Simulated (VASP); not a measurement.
# Tc (P6_3/mmc) in VASP: notebook, part 2 of 2

VASP 6.6.1. The steps go on from the part before.

## (3) Single point, PBE (14.72 Å³/atom)

This run uses another cell than the first one, of 14.72 Å³/atom.

The input, INCAR:

```
SYSTEM = Tc
PREC = Accurate
ENCUT = 520
EDIFF = 1E-6
ISMEAR = 0
SIGMA = 0.05
LREAL = .FALSE.
LASPH = .TRUE.
NELM = 100
ALGO = Fast
ISIF = 2
LWAVE = .FALSE.
LCHARG = .FALSE.
GGA = PE
NBANDS = 20
```

The input, KPOINTS:

```
Automatic mesh
0
G
  18 18 10
  0 0 0
```

The input, POSCAR:

```
Tc
1.0
    2.7702745188      0.0000000000      0.0000000000
   -1.3851372594      2.3991281087      0.0000000000
    0.0000000000      0.0000000000      4.4298857001
Tc
2
Direct
    0.3333333333      0.6666666667      0.2500000000
    0.6666666667      0.3333333333      0.7500000000
```

Potentials or basis: VASP PAW PBE potentials, release 64 (Tc_pv).

Run with:

```console
cat potpaw_PBE.64/Tc_pv/POTCAR > POTCAR
mpirun -np 1 vasp_std > vasp.out
```

OUTCAR:

```text
SYSTEM = Tc
   PREC = Accurate
   ENCUT = 520
   EDIFF = 1E-6
   ISMEAR = 0
   LREAL = .FALSE.
   LASPH = .TRUE.
   NELM = 100
   ISIF = 2
   GGA = PE

 ion  position               nearest neighbor table
   1  0.333  0.667  0.250-   2 2.73   2 2.73   2 2.73   2 2.73   2 2.73   2 2.73
   2  0.667  0.333  0.750-   1 2.73   1 2.73   1 2.73   1 2.73   1 2.73   1 2.73

  LATTYP: Found a hexagonal cell.
 ALAT       =     2.7702745188
 C/A-ratio  =     1.5990782394

  Lattice vectors:

 A1 = (   2.7702745188,   0.0000000000,   0.0000000000)
 A2 = (  -1.3851372594,   2.3991281087,   0.0000000000)
[... 193 lines left out ...]
      5     -26.0304      2.00000
      6     -25.9868      2.00000
[... 541 lines left out ...]
     19      23.4250      0.00000
     20      24.1829      0.00000

 [... further k-points ...]
[... 5 lines left out ...]
  --------------------------------------------------------------------------------------
  -------------------------------------------------------------------------------------
  Total       -1.1528130     -1.1528130     -1.1784106      0.0000000      0.0000000      0.0000000
  in kB      -62.7336654    -62.7336654    -64.1266341      0.0000000      0.0000000      0.0000000
  external PRESSURE =     -63.1979883 kB  Pullay stress =       0.0000000 kB

 VOLUME and BASIS-vectors are now :
 -----------------------------------------------------------------------------
  energy-cutoff  :      520.00
  volume of cell :       29.44
      direct lattice vectors                 reciprocal lattice vectors
     2.770274519  0.000000000  0.000000000     0.360975056  0.208409046  0.000000000
    -1.385137259  2.399128109  0.000000000     0.000000000  0.416818092  0.000000000
     0.000000000  0.000000000  4.429885700     0.000000000  0.000000000  0.225739459

 POSITION                                       TOTAL-FORCE (eV/Angst)
 -----------------------------------------------------------------------------------
     -0.00000      1.59942      1.10747         0.000000     -0.000000      0.000000
      1.38514      0.79971      3.32241        -0.000000      0.000000      0.000000
 -----------------------------------------------------------------------------------
    total drift:                               -0.000000      0.000000     -0.000000

  FREE ENERGIE OF THE ION-ELECTRON SYSTEM (eV)
  ---------------------------------------------------
  free  energy   TOTEN  =       -20.6925141919 eV

  energy  without entropy=      -20.6901746759  energy(sigma->0) =      -20.69134443
```

Wall time 86 s (1 thread of Oxide Virtual Turin-like, shared host); peak memory 0.19 GiB.

What came out:

```yaml
Free_energy: -20.6925 eV
Pressure: -6.3 GPa
Band_gap_on_the_k_mesh: zero (bands 13 and 14 overlap by 3.27 eV)
```

Caveat: the cell stands under tension.

## (4) Relaxation of shape and atoms at fixed volume, PBE (13.86 Å³/atom)

This run uses another cell than the first one, of 13.86 Å³/atom.

The input, INCAR:

```
SYSTEM = Tc
  PREC = Accurate
  ENCUT = 600
  EDIFF = 1E-6
  ISMEAR = 0
  SIGMA = 0.05
  LREAL = .FALSE.
  LASPH = .TRUE.
  NELM = 100
  ALGO = Fast
  ISIF = 4
  LWAVE = .FALSE.
  LCHARG = .FALSE.
  GGA = PE
  IBRION = 2
  NSW = 60
  EDIFFG = -0.01
```

The input, KPOINTS:

```
regular mesh
0
G
  18 18 10
  0 0 0
```

The input, POSCAR:

```
Tc
1.0
    2.7148540968      0.0000000000      0.0000000000
   -1.3574270484      2.3511326154      0.0000000000
    0.0000000000      0.0000000000      4.3412641093
Tc
2
Direct
    0.3333333333      0.6666666667      0.2500000000
    0.6666666667      0.3333333333      0.7500000000
```

Run with:

```console
cat potpaw_PBE.64/Tc_pv/POTCAR > POTCAR
mpirun -np 1 vasp_std > vasp.out
```

Run time: 98 s. Hardware: 1 thread of Oxide Virtual Turin-like, shared host; peak memory 0.2 GiB.

Results (log left out):

```
Free energy             : -20.6623 eV
Pressure after relaxing : 12.8 GPa
Band gap on the k mesh  : zero (bands 13 and 14 overlap by 3.57 eV)
```

Stress tensor (GPa, compression positive):
```
12.78  0.00  0.00
 0.00 12.78  0.00
 0.00  0.00 12.94
```

Final structure:
```
Tc
1.0
     2.71485    0.00000    0.00000
    -1.35743    2.35113    0.00000
     0.00000    0.00000    4.34126
Tc
2
Direct
  0.33333 0.66667 0.25000
  0.66667 0.33333 0.75000
```

Levels at points of the mesh, in eV from the Fermi level:
| k point | band 11 | band 12 | band 13 | band 14 | band 15 | band 16 |
| --- | --- | --- | --- | --- | --- | --- |
| (0.00, 0.00, 0.00) | -1.49 | -0.84 | -0.84 | -0.13 | -0.13 | 1.84 |
| (0.50, 0.00, 0.00) | -1.13 | -0.89 | -0.46 | 3.09 | 3.54 | 3.55 |
| (0.00, 0.00, 0.50) | -1.74 | -1.74 | -1.74 | -1.74 | 1.99 | 1.99 |
| (0.50, 0.00, 0.50) | 0.16 | 0.16 | 1.54 | 1.54 | 3.36 | 3.36 |

## (5) The runs side by side

```csv
task,cell,cutoff (eV),gap on the mesh (eV),pressure (GPa)
single point,"a = 2.752, b = 2.752, c = 4.401 Å, angles 90.0, 90.0, 120.0°, 2 atoms",520,none,-0.7
single point,"a = 2.770, b = 2.770, c = 4.430 Å, angles 90.0, 90.0, 120.0°, 2 atoms",520,none,-6.3
relaxation of shape and atoms at fixed volume,"relaxed from a = 2.715, b = 2.715, c = 4.341 Å, angles 90.0, 90.0, 120.0°, 2 atoms",600,none,12.8
```

Alike in all rows: level PBE; potentials or basis VASP PAW PBE potentials, release 64 (Tc_pv); no spin polarisation; k mesh 18 × 18 × 10; smearing gaussian 0.05 eV.

Caveats: the cell stands under tension (at least some runs).

Total energies depend on the potentials used, so only differences within one code and one set of settings carry meaning.
